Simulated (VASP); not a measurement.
Mg6O5 (a cell with a defect): single point with PBEsol

Mg6O5 (a cell with a defect):

```xyz
11
Lattice="5.5909 0.0000 0.0000 0.0000 5.5909 0.0000 0.0000 0.0000 5.5909" Properties=species:S:1:pos:R:3 pbc="T T T"
Mg    1.3977    0.0000    2.7954
Mg    0.0000    2.7954    1.3977
Mg    2.7954    4.1931    0.0000
Mg    4.1931    0.0000    2.7954
Mg    0.0000    2.7954    4.1931
Mg    2.7954    1.3977    0.0000
O     2.7954    0.0000    1.3977
O     0.0000    4.1931    2.7954
O     5.5909    2.4454    0.0000
O     2.7954    0.0000    4.1931
O     0.0000    1.3977    2.7954
```

This cell differs from its parent crystal: atoms taken out, atom 9 moved 0.500 of the way to it and -0.350 Å across, host rigid.

```
Program             : VASP 6.6.1
Task                : single point
Functional          : PBEsol
Potentials or basis : VASP PAW PBE potentials, release 64 (Mg_sv, O)
Cutoff              : 620 eV
k mesh              : 4 × 4 × 4
Occupations         : gaussian, width 0.05 eV
Spin                : no spin polarisation
```

The pressure is 18.1 GPa, the largest force is 19.898 eV/Å and the band gap on the k mesh is 0.18 eV.

Forces on the atoms (eV/Å):
```
Mg   -0.167   0.179   0.000
Mg    0.000   4.217  19.446
Mg    0.000   0.643   0.000
Mg    0.167   0.179   0.000
Mg    0.000   4.217 -19.446
Mg    0.000  -0.363   0.000
O     0.000   0.010  -0.227
O     0.000   0.095   0.000
O     0.000  -9.115   0.000
O     0.000   0.010   0.227
O     0.000  -0.071   0.000
```

Stress tensor (GPa, compression positive):
```
-0.68  0.00  0.00
 0.00  4.61  0.00
 0.00  0.00 50.48
```

Levels at points of the mesh, in eV from the valence-band top:
```csv
k point,band 43,band 44,band 45,band 46,band 47,band 48
"(0.00, 0.00, 0.00)",-2.89,-2.70,-2.46,1.82,2.43,3.20
"(0.50, 0.00, 0.00)",-2.85,-2.70,-0.78,0.60,1.94,3.95
"(0.00, 0.50, 0.00)",-3.01,-2.78,-1.19,1.08,3.06,3.09
"(0.00, 0.00, 0.50)",-3.19,-2.70,-1.56,0.18,2.55,3.13
"(0.50, 0.50, 0.00)",-3.01,-2.78,-0.13,0.72,2.10,2.73
"(0.00, 0.50, 0.50)",-3.31,-3.30,-0.89,1.19,2.12,2.84
"(0.50, 0.00, 0.50)",-3.19,-2.70,-0.57,0.98,1.48,2.90
"(0.50, 0.50, 0.50)",-3.35,-3.31,0.00,1.63,1.65,2.31
```

Wall time 3.9 min on 1 thread of AMD EPYC 9R45 96-Core Processor (Zen 5), on a shared host, peak memory 0.43 GiB.

Caveat: the cell differs from its parent crystal (atoms taken out, atom 9 moved 0.500 of the way to it and -0.350 Å across, host rigid); atoms lie so close that the PAW spheres overlap strongly, which falsifies energies and pressures; the PAW data sets were made with another functional, which shifts forces and pressure a little.
